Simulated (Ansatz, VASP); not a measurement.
# Ag: VASP beside Ansatz

File INCAR:

```
ALGO = Normal
EDIFF = 1E-6
ENCUT = 520
GGA = PS
ISIF = 2
ISMEAR = -1
LASPH = True
LCHARG = False
LREAL = False
LWAVE = False
NBANDS = 18
NELM = 60
PREC = Accurate
SIGMA = 0.1
```

Contents of KPOINTS:

```
k-points
0
Gamma
  16 16 8
```

POSCAR

```
Ag
1.0
   -1.9411119077      1.5970764373      1.4243684554
    1.5970764373     -1.9411119077      1.4243684554
    3.6876433972      3.6876433972     -2.0544700496
Ag
2
Direct
    0.9585787652      0.0414212348      1.0000000000
    0.7914212348      0.2085787652      0.5000000000
```

Input for Ansatz:

```yaml
crystal:
  lattice:
    - [-1.9411119077, 1.5970764373, 1.4243684554]
    - [1.5970764373, -1.9411119077, 1.4243684554]
    - [3.6876433972, 3.6876433972, -2.0544700496]
  atoms:
    - { symbol: Ag, position: [0.9585787652, 0.0414212348, 1.0] }
    - { symbol: Ag, position: [0.7914212348, 0.2085787652, 0.5] }
hamiltonian:
  xc: pbesol
  pseudopotentials:
    kind: paw
    azcp:
      Ag: "pseudopotentials/Ag.paw.azcp"
basis:
  ecutwfc: 420
  fft_grid_basis: typed
kpoints:
  mp_grid: { grid: [16, 16, 8], shift: [0, 0, 0] }
magnetization:
  spin_polarized: false
scf:
  occupations: { method: fermi_dirac, width: 0.1 }
  lower_state_search: "off"
output:
  stress: true
  write_density: true
  write_potential: true
  elf: true
  volumetric_format: npy
```

Alike in both runs: task single point; functional PBEsol; k mesh 16 × 16 × 8; occupations fermi-dirac, width 0.1 eV; no spin polarisation.

```csv
,VASP,Ansatz
version,VASP 6.6.1,Ansatz 0.2.0
potentials or method,"VASP PAW PBE potentials, release 64 (Ag), cutoff 520 eV","plane waves (420 eV) with PAW, scalar-relativistic"
valence electrons in the cell,22,38
```

Ansatz gave:

| Item | Value |
| --- | --- |
| pressure (GPa) | -3.9 |
| traceless stress, the component that is largest in VASP (GPa) | -0.48 |

Problem. Estimate VASP's values.

Solution. Pressure (GPa): -4.1; traceless stress, the component that is largest in VASP (GPa): -0.48.

VASP's potentials were made for PBE, not for PBEsol, and Ansatz warns of the same on its side. With one functional, cell and mesh, what is left measures potentials, basis and numerics. VASP's potentials hold 22 valence electrons a cell and Ansatz's 38, so a difference there can come from the potentials and not from the codes.
